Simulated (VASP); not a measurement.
Write the native input for VASP 6.6.1 that does the following.

- Task: relaxation of cell and atoms
- Functional: PBEsol
- Potentials or basis: VASP PAW PBE potentials, release 64 (I)
- Cutoff: 600 eV
- k mesh: 7 × 7 × 7
- Occupations: fermi-dirac, width 0.05 eV
- Spin: no spin polarisation
- Dipole correction: no
- Further INCAR settings: ALGO = Normal; EDIFF = 1e-07; IBRION = 2; EDIFFG = -0.03; NSW = 80; ISIF = 3

The structure of I lies in POSCAR:

```
I
1.0
    3.3000000000      0.0000000000      0.0000000000
    0.0000000000      3.3000000000      0.0000000000
    0.0000000000      0.0000000000      3.3000000000
I
1
Direct
    0.0000000000      0.0000000000      0.0000000000
```

One way to write it, as run:

INCAR

```
  PREC = Accurate
  ENCUT = 600
  EDIFF = 1E-7
  ISMEAR = -1
  SIGMA = 0.05
  LREAL = F
  LASPH = T
  NELM = 100
  ALGO = Normal
  ISIF = 3
  LWAVE = F
  LCHARG = F
  GGA = PS
  IBRION = 2
  NSW = 80
  EDIFFG = -0.03
```

KPOINTS

```
Automatic mesh
0
Gamma
  7 7 7
```

Potentials or basis: VASP PAW PBE potentials, release 64 (I).

Run with:

```bash
$ cat potpaw_PBE.64/I/POTCAR > POTCAR
$ mpirun -np 1 vasp_std > vasp.out
```

It gave:

```yaml
Relaxed_volume: 38.40 Å³/atom
Relaxed_cell: a = 3.374 Å, b = 3.374 Å, c = 3.374 Å, α = 90.00°, β = 90.00°, γ = 90.00°
Space_group_after_relaxing_to_0.05_Å: Pm-3m (No. 221)
Energy_gained_by_relaxing: 17.2 meV/atom
Ionic_steps: 3
Pressure_after_relaxing: 0.0 GPa
```

Caveat: the PAW data sets were made with another functional, which shifts forces and pressure a little; an odd number of electrons without spin polarisation forces a metal; a magnetic or distorted state may lie lower.

Run time: 18 s on 1 thread of Intel(R) Xeon(R) Platinum 8259CL CPU @ 2.50GHz (Skylake/Cascade Lake), on a shared host, peak memory 0.16 GiB.
